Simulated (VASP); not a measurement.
The system is Hf.

```
CELL_PARAMETERS angstrom
2.89132 0.00000 0.00000
0.00000 2.89132 0.00000
0.00000 0.00000 2.89132
ATOMIC_POSITIONS crystal
Hf 0.00000 0.00000 0.00000
```

- Program: VASP 6.6.1
- Task: relaxation of cell and atoms
- Functional: LDA
- Potentials or basis: VASP PAW LDA potentials, release 64 (Hf_pv)
- Cutoff: 600 eV
- k mesh: 11 × 11 × 11
- Occupations: fermi-dirac, width 0.1 eV
- Spin: no spin polarisation

At the start: pressure -5.3 GPa; volume 24.17 Å³/atom.

Task: Where does the relaxation end?

Result: Over 3 steps the energy falls by 29.4 meV/atom and the volume is 22.50 Å³/atom (-6.9 %); space group Pm-3m (No. 221, to 0.05 Å).

The path:
| step | energy change (eV) | largest force (eV/Å) | pressure (GPa) | volume (Å³) |
| --- | --- | --- | --- | --- |
| 1 | 0.0000 | 0.0000 | -5.34 | 24.17 |
| 2 | -0.0161 | 0.0000 | 4.29 | 21.46 |
| 3 | -0.0294 | 0.0000 | -0.02 | 22.50 |

Final structure:
```yaml
crystal:
  lattice:
    - [2.82311, 0.00000, 0.00000]
    - [0.00000, 2.82311, 0.00000]
    - [0.00000, 0.00000, 2.82311]
  atoms:
    - { symbol: Hf, position: [0.00000, 0.00000, 0.00000] }
```
